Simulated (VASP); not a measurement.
# MgH2 (P1) in VASP: notebook

Runs on MgH2. Level: PBEsol. Tasks: single point.

Program: VASP 6.6.1. These are calculated values, not measurements. Logs are shortened: lines on timing, memory, paths and dates and some standing lists are left out, and cuts for length are marked.

### Step 1. The cell of the first run

The typed cell holds 3 atoms: a = 3.367 Å, b = 3.367 Å, c = 3.367 Å, α = 60.00°, β = 60.00°, γ = 60.00°.

### Step 2. Single point, PBEsol

Input file INCAR:

```
ALGO     = Normal         # electronic algorithm
EDIFF    = 1E-6           # SCF threshold, eV
ENCUT    = 600            # plane-wave cutoff, eV
GGA      = PS             # functional
GGA_COMPAT= F            
ISIF     = 2              # what is computed and relaxed
ISMEAR   = -1             # smearing method
LASPH    = T              # aspherical terms in the spheres
LCHARG   = T              # write CHGCAR
LELF     = T              # ELF
LREAL    = F              # projectors in reciprocal space
LVHAR    = T            
LWAVE    = F              # write WAVECAR
NBANDS   = 9              # bands
NELM     = 120            # most SCF steps
PREC     = Accurate       # precision mode
SIGMA    = 0.05           # smearing width, eV
```

Input file KPOINTS:

```
k-points
0
Gamma
  5 5 5
```

Input file POSCAR:

```
MgH2
1.0
    0.0000000000      2.3810670000      2.3810670000
    2.3810670000      0.0000000000      2.3810670000
    2.3810670000      2.3810670000      0.0000000000
Mg H
1 2
Direct
   -0.0014822612      0.0012851011      0.0014938996
    0.7560675142      0.7445812326      0.7409178496
    0.2796729555      0.2244322452      0.2230610525
```

Potentials or basis: VASP PAW PBE potentials, release 64 (Mg, H).

Started as:

```console
$ cat potpaw_PBE.64/Mg/POTCAR potpaw_PBE.64/H/POTCAR > POTCAR
$ mpirun -np 1 vasp_std > vasp.out
```

OUTCAR:

```text
EDIFF = 1E-6
   ENCUT = 600
   GGA = PS
   ISIF = 2
   ISMEAR = -1
   LASPH = T
   LREAL = F
   NELM = 120
   PREC = Accurate

 ion  position               nearest neighbor table
   1  0.999  0.001  0.001-   3 1.98   3 2.00   2 2.03   2 2.04   2 2.08   2 2.09   3 2.14   3 2.14

   2  0.756  0.745  0.741-   1 2.03   1 2.04   1 2.08   1 2.09
   3  0.280  0.224  0.223-   1 1.98   1 2.00   1 2.14   1 2.14

  LATTYP: Found a face centered cubic cell.
 ALAT       =     4.7621340000

  Lattice vectors:

 A1 = (   0.0000000000,   2.3810670000,   2.3810670000)
 A2 = (   2.3810670000,   0.0000000000,   2.3810670000)
 A3 = (   2.3810670000,   2.3810670000,   0.0000000000)

Analysis of symmetry for initial positions (statically):
=====================================================================
 Subroutine PRICEL returns:
 Original cell was already a primitive cell.

 Routine SETGRP: Setting up the symmetry group for a
 face centered cubic supercell.

 Subroutine GETGRP returns: Found  1 space group operations
 (whereof  1 operations were pure point group operations)
 out of a pool of 48 trial point group operations.

The static configuration has the point symmetry C_1 .

Analysis of symmetry for dynamics (positions and initial velocities):
=====================================================================
 Subroutine PRICEL returns:
 Original cell was already a primitive cell.

 Routine SETGRP: Setting up the symmetry group for a
 face centered cubic supercell.

 Subroutine GETGRP returns: Found  1 space group operations
 (whereof  1 operations were pure point group operations)
 out of a pool of 48 trial point group operations.

The dynamic configuration has the point symmetry C_1 .

 Subroutine INISYM returns: Found  1 space group operations
 (whereof  1 operations are pure point group operations),
 and found     1 'primitive' translations

----------------------------------------------------------------------------------------

                                     Primitive cell

  volume of cell :      26.9988

  direct lattice vectors                    reciprocal lattice vectors
     0.000000000  2.381067000  2.381067000    -0.209989891  0.209989891  0.209989891
     2.381067000  0.000000000  2.381067000     0.209989891 -0.209989891  0.209989891
     2.381067000  2.381067000  0.000000000     0.209989891  0.209989891 -0.209989891

  length of vectors
     3.367337244  3.367337244  3.367337244     0.363713160  0.363713160  0.363713160

  position of ions in fractional coordinates (direct lattice)
     0.998517739  0.001285101  0.001493900
     0.756067514  0.744581233  0.740917850
     0.279672955  0.224432245  0.223061053

  ion indices of the primitive-cell ions
   primitive index   ion index
                 1           1
                 2           2
                 3           3

----------------------------------------------------------------------------------------

 KPOINTS: k-points

Automatic generation of k-mesh.
 Grid dimensions read from file:
 generate k-points for:    5    5    5

 Generating k-lattice:

  Cartesian coordinates                     Fractional coordinates (reciprocal lattice)
    -0.041997978  0.041997978  0.041997978     0.200000000  0.000000000  0.000000000
     0.041997978 -0.041997978  0.041997978     0.000000000  0.200000000  0.000000000
     0.041997978  0.041997978 -0.041997978     0.000000000  0.000000000  0.200000000

  Length of vectors
     0.072742632  0.072742632  0.072742632

  Shift w.r.t. Gamma in fractional coordinates (k-lattice)
     0.000000000  0.000000000  0.000000000

 Subroutine IBZKPT returns following result:
 ===========================================

 Found     63 irreducible k-points:

 Following reciprocal coordinates:
            Coordinates               Weight
  0.000000  0.000000  0.000000      1.000000
  0.200000  0.000000  0.000000      2.000000
  0.000000  0.200000  0.000000      2.000000
  0.000000  0.000000  0.200000      2.000000
  0.200000  0.200000  0.200000      2.000000
  0.400000  0.000000  0.000000      2.000000
[... 16 lines left out ...]
  0.200000  0.400000  0.400000      2.000000
  0.400000  0.000000  0.200000      2.000000
 [... further k-points ...]
   k-points           NKPTS =     63   k-points in BZ     NKDIM =     63   number of bands    NBANDS=      9
   number of dos      NEDOS =    301   number of ions     NIONS =      3
   total plane-waves  NPLWV =  21952
   dimension x,y,z NGX =    28 NGY =   28 NGZ =   28
   dimension x,y,z NGXF=    56 NGYF=   56 NGZF=   56
   ions per type =               1   2
   NGX,Y,Z   is equivalent  to a cutoff of  13.82, 13.82, 13.82 a.u.
   NGXF,Y,Z  is equivalent  to a cutoff of  27.65, 27.65, 27.65 a.u.
 SYSTEM =  unknown system
   PREC   = accura    normal or accurate (medium, high low for compatibility)
   ISTART =      0    job   : 0-new  1-cont  2-samecut
   ICHARG =      2    charge: 1-file 2-atom 10-const
   ISPIN  =      1    spin polarized calculation?
   LNONCOLLINEAR =      F non collinear calculations
   LSORBIT =      F    spin-orbit coupling
   LASPH  =      T    aspherical Exc in radial PAW
   ENCUT  =  600.0 eV  44.10 Ry    6.64 a.u.   6.73  6.73  6.73*2*pi/ulx,y,z
   NELM   =    120;   NELMIN=  2; NELMDL= -5     # of ELM steps
   EDIFF  = 0.1E-05   stopping-criterion for ELM
   LREAL  =      F    real-space projection
   EDIFFG = 0.1E-04   stopping-criterion for IOM
   NSW    =      0    number of steps for IOM
   IBRION =     -1    ionic relax: 0-MD 1-quasi-New 2-CG
   NFREE  =      0    steps in history (QN), initial steepest desc. (CG)
   ISIF   =      2    stress and relaxation
   ISYM   =      2    0-nonsym 1-usesym 2-fastsym
   POTIM  = 0.5000    time-step for ionic-motion
   TEBEG  =    0.0;   TEEND  =   0.0 temperature during run
   PSTRESS=    0.0 pullay stress
   NELECT =       4.0000    total number of electrons
   NUPDOWN=      -1.0000    fix difference up-down
   EMIN   =  10.00;   EMAX   =-10.00  energy-range for DOS
   EFERMI =   0.00;   METHOD = LEGACY
   ISMEAR =    -1;   SIGMA  =   0.05  broadening in eV -4-tet -1-fermi 0-gaus
   EFERMI_NEDOS =   21; number of points for ismear=-14 and -15
   IALGO  =     38    algorithm
   IMIX   =      4    mixing-type and parameters
     AMIX     =   0.40;   BMIX     =  1.00
     AMIX_MAG =   1.60;   BMIX_MAG =  1.00
  volume/ion in A,a.u.               =       9.00        60.73
  Fermi-wavevector in a.u.,A,eV,Ry     =   0.866257  1.636988 10.209818  0.750400
  Thomas-Fermi vector in A             =   1.984619
   LORBIT       =      0    0 simple, 1 ext, 2 COOP (PROOUT), +10 PAW based schemes
   GGA     = PS    functional components
   LHFCALC =     F    Hartree Fock is set to
   AEXX    =    0.0000 exact exchange contribution
   IVDW    =     0    specifies the selected vdW correction
   LEPSILON=     F    determine dielectric tensor
   LRPA    =     F    only Hartree local field effects (RPA)
 non-spin polarized calculation
  energy-cutoff  :      600.00
  volume of cell :       27.00
 maximum number of plane-waves:       914
   NGX = 13   NGY = 13   NGZ = 13

 number of electron       4.0000001 magnetization

 Free energy of the ion-electron system (eV)
  ---------------------------------------------------
  ext. energy  EPLUGINS =         0.00000000
  ---------------------------------------------------
  free energy    TOTEN  =        -8.56323491 eV

  energy without entropy =       -8.56042372  energy(sigma->0) =       -8.56182932

 E-fermi :   2.8022     XC(G=0):  -9.0913

 val. band max:        2.4728228878   @ k =   0.2000   0.2000   0.0000
 cond. band min:       2.8994781201   @ k =   0.0000  -0.4000   0.4000
 fundamental gap:      0.4266552323
 Fermi energy:         2.8022392209

 k-point     1 :       0.0000    0.0000    0.0000
  band No.  band energies     occupation
      1      -7.0660      2.00000
      2       4.0179      0.00000
      3      12.0871      0.00000
      4      12.1366      0.00000
      5      12.1616      0.00000
      6      14.6101      0.00000
      7      14.6471      0.00000
      8      14.6765      0.00000
      9      15.6178      0.00000

 k-point     2 :       0.2000    0.0000    0.0000
  band No.  band energies     occupation
      1      -6.3354      2.00000
      2       2.3984      1.99938
      3      10.1416      0.00000
      4      11.4743      0.00000
      5      11.4945      0.00000
      6      13.2336      0.00000
      7      15.2290      0.00000
      8      15.2568      0.00000
      9      16.8281      0.00000

 k-point     3 :       0.0000    0.2000    0.0000
  band No.  band energies     occupation
      1      -6.3370      2.00000
      2       2.4018      1.99934
      3      10.0984      0.00000
      4      11.4616      0.00000
      5      11.4801      0.00000
      6      13.3567      0.00000
      7      15.1632      0.00000
      8      15.2389      0.00000
      9      16.8733      0.00000

 k-point     4 :       0.0000    0.0000    0.2000
  band No.  band energies     occupation
      1      -6.3369      2.00000
      2       2.4007      1.99935
      3      10.1106      0.00000
      4      11.4567      0.00000
      5      11.4749      0.00000
      6      13.3576      0.00000
      7      15.1656      0.00000
      8      15.2336      0.00000
      9      16.8642      0.00000
[... 205 lines left out ...]
 k-point    22 :      -0.2000    0.2000   -0.2000
  band No.  band energies     occupation
      1      -4.4957      2.00000
      2       0.3382      2.00000
      3       6.8525      0.00000
      4       8.0632      0.00000
      5       8.9014      0.00000
      6      14.4087      0.00000
      7      15.7649      0.00000
      8      17.0581      0.00000
      9      17.4371      0.00000

 k-point    23 :       0.2000    0.4000    0.4000
  band No.  band energies     occupation
      1      -4.4894      2.00000
      2       0.3197      2.00000
      3       6.9676      0.00000
      4       7.9613      0.00000
      5       8.8781      0.00000
      6      14.3911      0.00000
      7      15.8181      0.00000
      8      17.1124      0.00000
      9      17.4026      0.00000

 k-point    24 :       0.4000    0.0000    0.2000
  band No.  band energies     occupation
      1      -4.4924      2.00000
      2       0.3356      2.00000
      3       6.9613      0.00000
      4       7.9472      0.00000
      5       8.8962      0.00000
      6      14.3445      0.00000
      7      15.8549      0.00000
      8      17.0794      0.00000
      9      17.4022      0.00000

 [... further k-points ...]
[... 5 lines left out ...]
  --------------------------------------------------------------------------------------
  -------------------------------------------------------------------------------------
  Total       -0.1480553     -0.1630025     -0.1634079     -0.0073250      0.0831831     -0.0183934
  in kB       -8.7859686     -9.6729740     -9.6970301     -0.4346827      4.9362929     -1.0915090
  external PRESSURE =      -9.3853242 kB  Pullay stress =       0.0000000 kB

 VOLUME and BASIS-vectors are now :
 -----------------------------------------------------------------------------
  energy-cutoff  :      600.00
  volume of cell :       27.00
      direct lattice vectors                 reciprocal lattice vectors
     0.000000000  2.381067000  2.381067000    -0.209989891  0.209989891  0.209989891
     2.381067000  0.000000000  2.381067000     0.209989891 -0.209989891  0.209989891
     2.381067000  2.381067000  0.000000000     0.209989891  0.209989891 -0.209989891

 POSITION                                       TOTAL-FORCE (eV/Angst)
 -----------------------------------------------------------------------------------
      0.00662      2.38109      2.38060        -0.263478      0.008224      0.028024
      3.53707      3.56442      3.57315        -0.068150      0.031346      0.006757
      1.06551      1.19704      1.20031         0.331627     -0.039570     -0.034781
 -----------------------------------------------------------------------------------
    total drift:                                0.000047      0.000005     -0.000038

  FREE ENERGIE OF THE ION-ELECTRON SYSTEM (eV)
  ---------------------------------------------------
  free  energy   TOTEN  =        -8.5632349069 eV

  energy  without entropy=       -8.5604237235  energy(sigma->0) =       -8.56182932
```

It took 9.2 s on 1 thread of Intel Xeon 6975P-C (Granite Rapids), shared host; peak memory 0.16 GiB.

What came out:

- Free energy: -8.5632 eV
- Pressure: -0.9 GPa
- Largest force: 0.336 eV/Å
- Band gap on the k mesh: zero (band 2 reaches 4.02 eV, above the bottom of band 3 at 2.90 eV)

Forces on the atoms (eV/Å):
```
Mg  -0.263  0.008  0.028
H   -0.068  0.031  0.007
H    0.332 -0.040 -0.035
```

Caveat: the k points lie up to 0.46 Å⁻¹ apart; the PAW data sets were made with another functional, which shifts forces and pressure a little.

[end of part 1 of 2]
